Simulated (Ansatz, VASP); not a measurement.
**Ca3Nb: VASP beside Ansatz**

The input INCAR:

```
SYSTEM = Ca3Nb
  PREC = Accurate
  ENCUT = 520
  EDIFF = 1E-6
  ISMEAR = 0
  SIGMA = 0.1
  LREAL = .FALSE.
  LASPH = .TRUE.
  NELM = 100
  ALGO = Fast
  ISIF = 2
  LWAVE = .FALSE.
  LCHARG = .TRUE.
  GGA = PE
  LELF = .TRUE.
  LVHAR = .TRUE.
  NBANDS = 30
```

The input KPOINTS:

```
Automatic mesh
0
G
  4 4 4
  0 0 0
```

POSCAR

```
Ca3Nb
1.0
    4.6140274395      0.0000000000      0.0000000000
    0.0000000000      4.6140274395      0.0000000000
    0.0000000000      0.0000000000      4.6140274395
Ca Nb
3 1
Direct
    0.0000000000      0.5000000000      0.5000000000
    0.5000000000      0.0000000000      0.5000000000
    0.5000000000      0.5000000000      0.0000000000
    0.0000000000      0.0000000000      0.0000000000
```

Input for Ansatz:

```yaml
crystal:
  lattice:
    - [4.6140274395, 0.0, 0.0]
    - [0.0, 4.6140274395, 0.0]
    - [0.0, 0.0, 4.6140274395]
  atoms:
    - { symbol: Ca, position: [0.0, 0.5, 0.5] }
    - { symbol: Ca, position: [0.5, 0.0, 0.5] }
    - { symbol: Ca, position: [0.5, 0.5, 0.0] }
    - { symbol: Nb, position: [0.0, 0.0, 0.0] }
basis:
  ecutwfc: 420
kpoints:
  mp_grid: { grid: [4, 4, 4] }
hamiltonian:
  xc: pbe
scf:
  occupations: { method: gaussian, width: 0.1 }
  lower_state_search: "off"
output:
  forces: true
  stress: true
  eigenvalues: true
```

Alike in both runs: task single point; functional PBE; k mesh 4 × 4 × 4; occupations gaussian, width 0.1 eV; no spin polarisation.

```csv
,VASP,Ansatz
version,VASP 6.6.1,Ansatz 0.2.0
potentials or method,"VASP PAW PBE potentials, release 64 (Ca_sv, Nb_sv), cutoff 520 eV","scalar-relativistic, plane waves, PAW"
valence electrons in the cell,43,43
```

|  | VASP | Ansatz | Ansatz less VASP |
| --- | --- | --- | --- |
| gap on the k mesh at the Fermi level (eV) | none | none | - |
| pressure (GPa) | 10.3 | 10.2 | -0.04 |

A gap of «none» marks a metal or a gap that the smearing closes.
